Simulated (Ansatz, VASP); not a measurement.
# Two plane-wave programs on Zn

```
CELL_PARAMETERS angstrom
2.72237 0.00000 0.00000
-1.36118 2.35764 0.00000
0.00000 0.00000 5.06340
ATOMIC_POSITIONS crystal
Zn 0.66667 0.33333 0.75000
Zn 0.33333 0.66667 0.25000
```

Alike in both runs: task single point; functional r2SCAN; k mesh 11 × 11 × 6; occupations fermi-dirac, width 0.05 eV; no spin polarisation.

```csv
,VASP,Ansatz
version,VASP 6.6.1,Ansatz 0.2.0
potentials or method,"VASP PAW PBE potentials, release 64 (Zn)",Ansatz PAW
plane-wave cutoff (eV),520,500
valence electrons in the cell,24,24
```

Ansatz gave:

```
gap on the k mesh at the Fermi level (eV)                     : none
pressure (GPa)                                                : -8.0
traceless stress, the component that is largest in VASP (GPa) : 1.26
```

Task: Estimate VASP's values.

Result: gap on the k mesh at the Fermi level (eV): none; pressure (GPa): -7.7; traceless stress, the component that is largest in VASP (GPa): 1.30.

VASP's potentials were made for PBE, not for r2SCAN. A gap of «none» marks a metal or a gap that the smearing closes. With one functional, cell and mesh, what is left measures potentials, basis and numerics.
